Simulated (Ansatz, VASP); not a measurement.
## One calculation of Li2Nb, two programs

The input INCAR:

```
SYSTEM = Li2Nb
  PREC = Accurate
  ENCUT = 520
  EDIFF = 1E-7
  ISMEAR = -1
  SIGMA = 0.05
  LREAL = .FALSE.
  LASPH = .TRUE.
  NELM = 60
  ALGO = Normal
  ISIF = 2
  LWAVE = .FALSE.
  LCHARG = .FALSE.
  GGA = PE
  NBANDS = 16
```

KPOINTS

```
Automatic mesh
0
G
  11 11 5
  0 0 0
```

The input POSCAR:

```
Li2Nb
1.0
    2.7809289600      0.0000000000      0.0000000000
   -1.3904644800      2.4083551200      0.0000000000
    0.0000000000      0.0000000000      5.5885382400
Li Nb
2 1
Direct
    0.0000000000      0.0000000000      0.1605760300
    0.0000000000      0.0000000000      0.8394239700
    0.0000000000      0.0000000000      0.5000000000
```

input.yaml

```yaml
crystal:
  lattice:
    - [2.78092896, 0.0, 0.0]
    - [-1.39046448, 2.40835512, 0.0]
    - [0.0, 0.0, 5.58853824]
  atoms:
    - { symbol: Li, position: [0.0, 0.0, 0.16057603] }
    - { symbol: Li, position: [0.0, 0.0, 0.83942397] }
    - { symbol: Nb, position: [0.0, 0.0, 0.5] }
kpoints:
  mp_grid: { grid: [11, 11, 5] }
scf:
  occupations: { method: fermi_dirac, width: 0.05 }
hamiltonian:
  xc: pbe
  pseudopotentials: { kind: all_electron, lapw: { basis_error: 0.001 } }
output:
  forces: true
  stress: true
  eigenvalues: true
```

Alike in both runs: task single point; functional PBE; k mesh 11 × 11 × 5; occupations fermi-dirac, width 0.05 eV; no spin polarisation.

|  | VASP | Ansatz |
| --- | --- | --- |
| version | VASP 6.6.1 | Ansatz 0.2.0 |
| potentials or method | VASP PAW PBE potentials, release 64 (Li_sv, Nb_sv), cutoff 520 eV | all-electron LAPW, scalar-relativistic |

|  | VASP | Ansatz | Ansatz less VASP |
| --- | --- | --- | --- |
| gap on the k mesh at the Fermi level (eV) | none | none | - |
| rms of the force components (eV/Å) | 1.632 | 1.605 | -0.0271 |

Atom by atom the forces differ by 0.027 eV/Å (rms over components). A gap of «none» marks a metal or a gap that the smearing closes. Ansatz ran all-electron here, and VASP with PAW potentials.

Noted on VASP's run: the cutoff is short for stress, so the pressure is rough.
